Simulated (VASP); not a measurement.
Wanted: the native input for a VASP 6.6.1 run.

```yaml
Task: single point
Functional: LDA
Potentials_or_basis: VASP PAW LDA potentials, release 64 (Ba_sv, Ti_sv, O)
Cutoff: 600 eV
k_mesh: 8 × 8 × 8
Occupations: gaussian, width 0.02 eV
Spin: no spin polarisation
Dipole_correction: no
Further_INCAR_settings: ALGO = Normal; EDIFF = 1e-06; NBANDS = 28
```

The structure of BaTiO3 (eos) lies in POSCAR:

```
BaTiO3
1.0
    3.8947513397      0.0000000000      0.0000000000
    0.0000000000      3.8947513397      0.0000000000
    0.0000000000      0.0000000000      3.8947513397
Ba Ti O
1 1 3
Direct
    0.0000000000      0.0000000000      0.0000000000
    0.5000000000      0.5000000000      0.5000000000
    0.5000000000      0.5000000000      0.0000000000
    0.0000000000      0.5000000000      0.5000000000
    0.5000000000      0.0000000000      0.5000000000
```

This cell differs from its parent crystal: volume scaled by 0.97.

These files were run (other wordings do the same):

INCAR

```
  ALGO = Normal
  EDIFF = 1E-6
  ENCUT = 600
  GGA = CA
  GGA_COMPAT = F
  ISIF = 2
  ISMEAR = 0
  LASPH = T
  LCHARG = F
  LREAL = F
  LWAVE = F
  NBANDS = 28
  NELM = 120
  PREC = Accurate
  SIGMA = 0.02
```

KPOINTS

```
k-points
0
Gamma
  8 8 8
```

Potentials or basis: VASP PAW LDA potentials, release 64 (Ba_sv, Ti_sv, O).

Launch:

```console
$ cat potpaw_LDA.64/Ba_sv/POTCAR potpaw_LDA.64/Ti_sv/POTCAR potpaw_LDA.64/O/POTCAR > POTCAR
$ mpirun -np 1 vasp_std > vasp.out
```

It gave:

The pressure is 9.1 GPa and the band gap on the k mesh is 1.80 eV, indirect (least direct gap 1.85 eV).

Caveat: spin-orbit coupling is left out, which moves the levels of the heavy elements.

It took 88 s on 1 thread of Intel Xeon 8259CL, with other jobs on the host, peak memory 0.2 GiB.
